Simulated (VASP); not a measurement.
# Ir (P6_3/mmc) in VASP: further runs

The runs below take Ir through single point, with LDA.

All numbers are computed with VASP 6.6.1; they aren't measurements. Logs are shortened: lines on timing, memory, paths and dates and some standing lists are left out, and cuts for length are marked.

**1. The cell of the first run**

The structure is hexagonal, space group P6_3/mmc (No. 194). Conventional cell: a = 2.705 Å, b = 2.705 Å, c = 4.391 Å, α = 90.00°, β = 90.00°, γ = 120.00°. Within 3.6 Å of Ir (site symmetry -6m2) lie 12 Ir at 2.69 to 2.71 Å.

This isn't the form of Ir at room conditions, which is fcc.

**2. Single point, LDA (13.92 Å³/atom)**

INCAR

```
SYSTEM = Ir
ALGO     = Normal         ! electronic algorithm
EDIFF    = 1E-7           ! SCF threshold, eV
ENCUT    = 520            ! plane-wave cutoff, eV
ISIF     = 2              ! what is computed and relaxed
ISMEAR   = -1             ! smearing method
LASPH    = .True.         ! aspherical terms in the spheres
LCHARG   = .False.        ! write CHGCAR
LREAL    = .False.        ! projectors in reciprocal space
LWAVE    = .False.        ! write WAVECAR
NBANDS   = 16             ! bands
NELM     = 60             ! most SCF steps
PREC     = Accurate       ! precision mode
SIGMA    = 0.1            ! smearing width, eV
```

KPOINTS

```
k-points
0
Gamma
  15 15 8
  0 0 0
```

POSCAR

```
Ir
1.0
    2.7052972923      0.0000000000      0.0000000000
   -1.3526486461      2.3428561799      0.0000000000
    0.0000000000      0.0000000000      4.3910547252
Ir
2
Direct
    0.3333333333      0.6666666667      0.2500000000
    0.6666666667      0.3333333333      0.7500000000
```

Potentials or basis: VASP PAW LDA potentials, release 64 (Ir).

Command:

```console
$ cat potpaw_LDA.64/Ir/POTCAR > POTCAR
$ mpirun -np 1 vasp_std > vasp.out
```

OUTCAR:

```text
SYSTEM = Ir
   EDIFF = 1E-7
   ENCUT = 520
   ISIF = 2
   ISMEAR = -1
   LASPH = .True.
   LREAL = .False.
   NELM = 60
   PREC = Accurate

 ion  position               nearest neighbor table
   1  0.333  0.667  0.250-   2 2.69   2 2.69   2 2.69   2 2.69   2 2.69   2 2.69
   2  0.667  0.333  0.750-   1 2.69   1 2.69   1 2.69   1 2.69   1 2.69   1 2.69

  LATTYP: Found a hexagonal cell.
 ALAT       =     2.7052972923
 C/A-ratio  =     1.6231320446

  Lattice vectors:

 A1 = (   2.7052972923,   0.0000000000,   0.0000000000)
 A2 = (  -1.3526486461,   2.3428561799,   0.0000000000)
 A3 = (   0.0000000000,   0.0000000000,   4.3910547252)

Analysis of symmetry for initial positions (statically):
=====================================================================
 Subroutine PRICEL returns:
 Original cell was already a primitive cell.

 Routine SETGRP: Setting up the symmetry group for a
 hexagonal supercell.

 Subroutine GETGRP returns: Found 24 space group operations
 (whereof 12 operations were pure point group operations)
 out of a pool of 24 trial point group operations.

The static configuration has the point symmetry D_3d.
 The point group associated with its full space group is D_6h.

Analysis of symmetry for dynamics (positions and initial velocities):
=====================================================================
 Subroutine PRICEL returns:
 Original cell was already a primitive cell.

 Routine SETGRP: Setting up the symmetry group for a
 hexagonal supercell.

 Subroutine GETGRP returns: Found 24 space group operations
 (whereof 12 operations were pure point group operations)
 out of a pool of 24 trial point group operations.

The dynamic configuration has the point symmetry D_3d.
 The point group associated with its full space group is D_6h.

 Subroutine INISYM returns: Found 24 space group operations
 (whereof 12 operations are pure point group operations),
 and found     1 'primitive' translations

----------------------------------------------------------------------------------------

                                     Primitive cell

  volume of cell :      27.8310

  direct lattice vectors                    reciprocal lattice vectors
     2.705297292  0.000000000  0.000000000     0.369645141  0.213414722  0.000000000
    -1.352648646  2.342856180  0.000000000     0.000000000  0.426829444  0.000000000
     0.000000000  0.000000000  4.391054725     0.000000000  0.000000000  0.227735718

  length of vectors
     2.705297292  2.705297292  4.391054725     0.426829444  0.426829444  0.227735718

  position of ions in fractional coordinates (direct lattice)
     0.333333333  0.666666667  0.250000000
     0.666666667  0.333333333  0.750000000

  ion indices of the primitive-cell ions
   primitive index   ion index
                 1           1
                 2           2

----------------------------------------------------------------------------------------

 KPOINTS: k-points

Automatic generation of k-mesh.
 Grid dimensions read from file:
 generate k-points for:   15   15    8

 Generating k-lattice:

  Cartesian coordinates                     Fractional coordinates (reciprocal lattice)
     0.024643009  0.014227648  0.000000000     0.066666667  0.000000000  0.000000000
     0.000000000  0.028455296  0.000000000     0.000000000  0.066666667  0.000000000
     0.000000000  0.000000000  0.028466965     0.000000000  0.000000000  0.125000000

  Length of vectors
     0.028455296  0.028455296  0.028466965

  Shift w.r.t. Gamma in fractional coordinates (k-lattice)
     0.000000000  0.000000000  0.000000000

 Subroutine IBZKPT returns following result:
 ===========================================

 Found    135 irreducible k-points:

 Following reciprocal coordinates:
            Coordinates               Weight
  0.000000  0.000000  0.000000      1.000000
  0.066667  0.000000  0.000000      6.000000
  0.133333  0.000000  0.000000      6.000000
  0.200000  0.000000  0.000000      6.000000
  0.266667  0.000000  0.000000      6.000000
  0.333333  0.000000  0.000000      6.000000
[... 16 lines left out ...]
  0.333333  0.200000  0.000000     12.000000
  0.400000  0.200000  0.000000      6.000000
 [... further k-points ...]
   k-points           NKPTS =    135   k-points in BZ     NKDIM =    135   number of bands    NBANDS=     16
   number of dos      NEDOS =    301   number of ions     NIONS =      2
   total plane-waves  NPLWV =  14400
   dimension x,y,z NGX =    20 NGY =   20 NGZ =   36
   dimension x,y,z NGXF=    40 NGYF=   40 NGZF=   72
   ions per type =               2
   NGX,Y,Z   is equivalent  to a cutoff of  12.29, 12.29, 13.63 a.u.
   NGXF,Y,Z  is equivalent  to a cutoff of  24.58, 24.58, 27.26 a.u.
 SYSTEM =  Ir
   PREC   = accura    normal or accurate (medium, high low for compatibility)
   ISTART =      0    job   : 0-new  1-cont  2-samecut
   ICHARG =      2    charge: 1-file 2-atom 10-const
   ISPIN  =      1    spin polarized calculation?
   LNONCOLLINEAR =      F non collinear calculations
   LSORBIT =      F    spin-orbit coupling
   LASPH  =      T    aspherical Exc in radial PAW
   ENCUT  =  520.0 eV  38.22 Ry    6.18 a.u.   5.03  5.03  8.16*2*pi/ulx,y,z
   NELM   =     60;   NELMIN=  2; NELMDL= -5     # of ELM steps
   EDIFF  = 0.1E-06   stopping-criterion for ELM
   LREAL  =      F    real-space projection
   EDIFFG = 0.1E-05   stopping-criterion for IOM
   NSW    =      0    number of steps for IOM
   IBRION =     -1    ionic relax: 0-MD 1-quasi-New 2-CG
   NFREE  =      0    steps in history (QN), initial steepest desc. (CG)
   ISIF   =      2    stress and relaxation
   ISYM   =      2    0-nonsym 1-usesym 2-fastsym
   POTIM  = 0.5000    time-step for ionic-motion
   TEBEG  =    0.0;   TEEND  =   0.0 temperature during run
   PSTRESS=    0.0 pullay stress
   NELECT =      18.0000    total number of electrons
   NUPDOWN=      -1.0000    fix difference up-down
   EMIN   =  10.00;   EMAX   =-10.00  energy-range for DOS
   EFERMI =   0.00;   METHOD = LEGACY
   ISMEAR =    -1;   SIGMA  =   0.10  broadening in eV -4-tet -1-fermi 0-gaus
   EFERMI_NEDOS =   21; number of points for ismear=-14 and -15
   IALGO  =     38    algorithm
   IMIX   =      4    mixing-type and parameters
     AMIX     =   0.40;   BMIX     =  1.00
     AMIX_MAG =   1.60;   BMIX_MAG =  1.00
  volume/ion in A,a.u.               =      13.92        93.91
  Fermi-wavevector in a.u.,A,eV,Ry     =   1.415758  2.675396 27.271138  2.004372
  Thomas-Fermi vector in A             =   2.537164
   LORBIT       =      0    0 simple, 1 ext, 2 COOP (PROOUT), +10 PAW based schemes
   GGA     = CA    functional components
   LHFCALC =     F    Hartree Fock is set to
   AEXX    =    0.0000 exact exchange contribution
   IVDW    =     0    specifies the selected vdW correction
   LEPSILON=     F    determine dielectric tensor
   LRPA    =     F    only Hartree local field effects (RPA)
 non-spin polarized calculation
  energy-cutoff  :      520.00
  volume of cell :       27.83
 maximum number of plane-waves:       774
 NGX is ok and might be reduce to    20
   NGX =  9   NGY =  9   NGZ = 17

 number of electron      18.0000001 magnetization

 Free energy of the ion-electron system (eV)
  ---------------------------------------------------
  ext. energy  EPLUGINS =         0.00000000
  ---------------------------------------------------
  free energy    TOTEN  =       -20.53617666 eV

  energy without entropy =      -20.46274274  energy(sigma->0) =      -20.49945970

 E-fermi :  10.7308     XC(G=0): -14.2338

 val. band max:       10.7268331256   @ k =   0.3333   0.1333   0.3750
 cond. band min:      10.7341617502   @ k =   0.1333   0.0667   0.5000
 fundamental gap:      0.0073286246
 Fermi energy:        10.7307973816

 k-point     1 :       0.0000    0.0000    0.0000
  band No.  band energies     occupation
      1      -0.6807      2.00000
      2       2.3329      2.00000
      3       6.6350      2.00000
      4       6.7497      2.00000
      5       6.7497      2.00000
      6       7.4296      2.00000
[... 8 lines left out ...]
     15      27.1271      0.00000
     16      28.2578      0.00000

 k-point     2 :       0.0667    0.0000    0.0000
  band No.  band energies     occupation
      1      -0.5027      2.00000
      2       2.4923      2.00000
      3       6.3358      2.00000
      4       6.9009      2.00000
      5       7.0102      2.00000
      6       7.3320      2.00000
[... 8 lines left out ...]
     15      27.3648      0.00000
     16      28.5512      0.00000

 k-point     3 :       0.1333    0.0000    0.0000
  band No.  band energies     occupation
      1       0.0100      2.00000
      2       2.9229      2.00000
      3       5.9272      2.00000
      4       7.0178      2.00000
      5       7.1978      2.00000
      6       7.3452      2.00000
[... 8 lines left out ...]
     15      27.9307      0.00000
     16      28.9641      0.00000

 k-point     4 :       0.2000    0.0000    0.0000
  band No.  band energies     occupation
      1       0.7857      2.00000
      2       3.4267      2.00000
      3       5.6181      2.00000
      4       6.1130      2.00000
      5       6.7225      2.00000
      6       7.4994      2.00000
[... 8 lines left out ...]
     15      27.6409      0.00000
     16      28.3206      0.00000
[... 324 lines left out ...]
 k-point    22 :       0.2667    0.2000    0.0000
  band No.  band energies     occupation
      1       3.6823      2.00000
      2       4.0426      2.00000
      3       4.3102      2.00000
      4       5.1867      2.00000
      5       6.1527      2.00000
      6       7.2663      2.00000
[... 8 lines left out ...]
     15      21.1702      0.00000
     16      26.1109      0.00000

 k-point    23 :       0.3333    0.2000    0.0000
  band No.  band energies     occupation
      1       3.7694      2.00000
      2       3.9673      2.00000
      3       4.0967      2.00000
      4       5.8213      2.00000
      5       6.1690      2.00000
      6       6.9332      2.00000
[... 8 lines left out ...]
     15      22.5041      0.00000
     16      25.1299      0.00000

 k-point    24 :       0.4000    0.2000    0.0000
  band No.  band energies     occupation
      1       3.6755      2.00000
      2       3.9981      2.00000
      3       4.0516      2.00000
      4       6.1194      2.00000
      5       6.2201      2.00000
      6       6.7713      2.00000
[... 8 lines left out ...]
     15      23.1080      0.00000
     16      24.0688      0.00000

 [... further k-points ...]

------------------------ aborting loop because EDIFF is reached ----------------------------------------

  FORCE on cell =-STRESS in cart. coord.  units (eV):
  Direction    XX          YY          ZZ          XY          YZ          ZX
  --------------------------------------------------------------------------------------
  -------------------------------------------------------------------------------------
  Total        0.4351960      0.4351960      0.3796821      0.0000000      0.0000000      0.0000000
  in kB       25.0533606     25.0533606     21.8575389      0.0000000      0.0000000      0.0000000
  external PRESSURE =      23.9880867 kB  Pullay stress =       0.0000000 kB

 VOLUME and BASIS-vectors are now :
 -----------------------------------------------------------------------------
  energy-cutoff  :      520.00
  volume of cell :       27.83
      direct lattice vectors                 reciprocal lattice vectors
     2.705297292  0.000000000  0.000000000     0.369645141  0.213414722  0.000000000
    -1.352648646  2.342856180  0.000000000     0.000000000  0.426829444  0.000000000
     0.000000000  0.000000000  4.391054725     0.000000000  0.000000000  0.227735718

 POSITION                                       TOTAL-FORCE (eV/Angst)
 -----------------------------------------------------------------------------------
     -0.00000      1.56190      1.09776         0.000000     -0.000000      0.000000
      1.35265      0.78095      3.29329        -0.000000      0.000000      0.000000
 -----------------------------------------------------------------------------------
    total drift:                                0.000000     -0.000000     -0.000000

  FREE ENERGIE OF THE ION-ELECTRON SYSTEM (eV)
  ---------------------------------------------------
  free  energy   TOTEN  =       -20.5361766649 eV

  energy  without entropy=      -20.4627427398  energy(sigma->0) =      -20.49945970
```

Run time: 72 s. Hardware: 1 thread of Intel Xeon 8259CL, shared host; peak memory 0.17 GiB.

What came out:

- Free energy: -20.5362 eV
- Pressure: 2.4 GPa
- Band gap on the k mesh: zero (bands 9 and 10 overlap by 3.38 eV)

Levels at points of the mesh, in eV from the Fermi level:
```
           k point  band 6  band 7  band 8  band 9  band 10  band 11  band 12  band 13
(0.00, 0.00, 0.00)   -3.30   -3.30   -2.46   -2.46    -0.84     0.28     0.28     7.23
(0.00, 0.00, 0.50)   -4.10   -4.10   -4.10   -0.49    -0.49    -0.49    -0.49    13.66
```

Caveat: spin-orbit coupling is left out, which moves the levels of the heavy elements.

**3. Single point, LDA (15.03 Å³/atom)**

This run uses another cell than the first one, of 15.03 Å³/atom.

INCAR

```
SYSTEM = Ir
PREC     = Accurate       ! precision mode
ENCUT    = 520            ! plane-wave cutoff, eV
EDIFF    = 1E-7           ! SCF threshold, eV
ISMEAR   = -1             ! smearing method
SIGMA    = 0.1            ! smearing width, eV
LREAL    = .False.        ! projectors in reciprocal space
LASPH    = .True.         ! aspherical terms in the spheres
NELM     = 80             ! most SCF steps
ALGO     = Normal         ! electronic algorithm
ISIF     = 2              ! what is computed and relaxed
LWAVE    = .False.        ! write WAVECAR
LCHARG   = .False.        ! write CHGCAR
GGA      = CA             ! functional
NBANDS   = 16             ! bands
```

KPOINTS

```
Automatic mesh
0
Gamma
  15 15 8
  0 0 0
```

POSCAR

```
Ir
1.0
    2.7755959790      0.0000000000      0.0000000000
   -1.3877979895      2.4037366285      0.0000000000
    0.0000000000      0.0000000000      4.5051587764
Ir
2
Direct
    0.3333333333      0.6666666667      0.2500000000
    0.6666666667      0.3333333333      0.7500000000
```

Potentials or basis: VASP PAW LDA potentials, release 64 (Ir).

Command:

```console
$ cat potpaw_LDA.64/Ir/POTCAR > POTCAR
$ mpirun -np 1 vasp_std > vasp.out
```

It took 76 s on 1 thread of Intel Xeon 8259CL, shared host; peak memory 0.18 GiB.

It converged, with:

| Quantity | Value |
| --- | --- |
| Free energy | -20.3755 eV |
| Pressure | -23.6 GPa |
| Band gap on the k mesh | zero (bands 9 and 10 overlap by 2.95 eV) |

Stress tensor (GPa, compression positive):
```
-23.33   0.00   0.00
  0.00 -23.33   0.00
  0.00   0.00 -24.11
```

Levels at points of the mesh, in eV from the Fermi level:
| k point | band 7 | band 8 | band 9 | band 10 | band 11 | band 12 |
| --- | --- | --- | --- | --- | --- | --- |
| (0.00, 0.00, 0.00) | -2.92 | -2.17 | -2.17 | -0.62 | 0.25 | 0.25 |
| (0.00, 0.00, 0.50) | -3.63 | -3.63 | -0.44 | -0.44 | -0.44 | -0.44 |

Caveat: the cell stands under tension; spin-orbit coupling is left out, which moves the levels of the heavy elements.
